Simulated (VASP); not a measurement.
Here is a VASP 6.6.1 calculation.

File INCAR:

```
PREC = Accurate
ENCUT = 520
EDIFF = 1E-7
ISMEAR = 0
SIGMA = 0.1
LREAL = False
LASPH = True
NELM = 80
ALGO = Normal
ISIF = 2
LWAVE = False
LCHARG = False
GGA = PE
NBANDS = 31
```

Contents of KPOINTS:

```
regular mesh
0
Gamma
  4 4 4
```

Contents of POSCAR:

```
AlO3
1.0
    2.6870057700      1.5513435000      4.3878620500
   -2.6870057700      1.5513435000      4.3878620500
    0.0000000000     -3.1026870100      4.3878620500
Al O
2 6
Direct
    0.5000000000      0.5000000000      0.5000000000
    0.0000000000      0.0000000000      0.0000000000
    0.8072761400      0.2500000000      0.6927238600
    0.6927238600      0.8072761400      0.2500000000
    0.2500000000      0.6927238600      0.8072761400
    0.1927238600      0.7500000000      0.3072761400
    0.3072761400      0.1927238600      0.7500000000
    0.7500000000      0.3072761400      0.1927238600
```

Potentials or basis: VASP PAW PBE potentials, release 64 (Al, O).

Run with:

```sh
$ cat potpaw_PBE.64/Al/POTCAR potpaw_PBE.64/O/POTCAR > POTCAR
$ mpirun -np 1 vasp_std > vasp.out
```

(1) Estimate the largest force.

(2) Estimate the band gap on the k mesh.

(3) Predict the pressure.

Answers

(1) 0.608 eV/Å.

(2) zero (band 21 reaches -0.62 eV, above the bottom of band 22 at -1.09 eV).

(3) -12.6 GPa.
